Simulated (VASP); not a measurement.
Wanted: the native input for a VASP 6.6.1 run.

```
Task                   : single point
Functional             : PBEsol
Potentials or basis    : VASP PAW PBE potentials, release 64 (Si)
Cutoff                 : 500 eV
k mesh                 : 10 × 10 × 10
Occupations            : gaussian, width 0.02 eV
Spin                   : no spin polarisation
Dipole correction      : no
Further INCAR settings : ALGO = Normal; EDIFF = 1e-06; NBANDS = 11
```

The structure of Si lies in POSCAR:

```
Si
1.0
    0.0000000000      2.7167315409      2.7167315409
    2.7167315409      0.0000000000      2.7167315409
    2.7167315409      2.7167315409      0.0000000000
Si
2
Direct
    0.0000000000      0.0000000000      0.0000000000
    0.2500000000      0.2500000000      0.2500000000
```

These files were run (other wordings do the same):

INCAR

```
SYSTEM = Si
ALGO = Normal
EDIFF = 1E-6
ENCUT = 500
GGA = PS
GGA_COMPAT = .False.
ISIF = 2
ISMEAR = 0
LASPH = .True.
LCHARG = .True.
LELF = .True.
LREAL = .False.
LVHAR = .True.
LWAVE = .False.
NBANDS = 11
NELM = 120
PREC = Accurate
SIGMA = 0.02
```

KPOINTS

```
k-points
0
Gamma
  10 10 10
  0 0 0
```

Potentials or basis: VASP PAW PBE potentials, release 64 (Si).

Run with:

```bash
$ cat potpaw_PBE.64/Si/POTCAR > POTCAR
$ mpirun -np 1 vasp_std > vasp.out
```

It gave:

| Property | Result |
| --- | --- |
| Pressure | 0.1 GPa |
| Band gap on the k mesh | 0.47 eV, indirect (least direct gap 2.52 eV) |

Caveat: the PAW data sets were made with another functional, which shifts forces and pressure a little.

It took 6.7 s on 1 thread of Intel(R) Xeon(R) 6975P-C (Granite Rapids), on a shared host, peak memory 0.15 GiB.
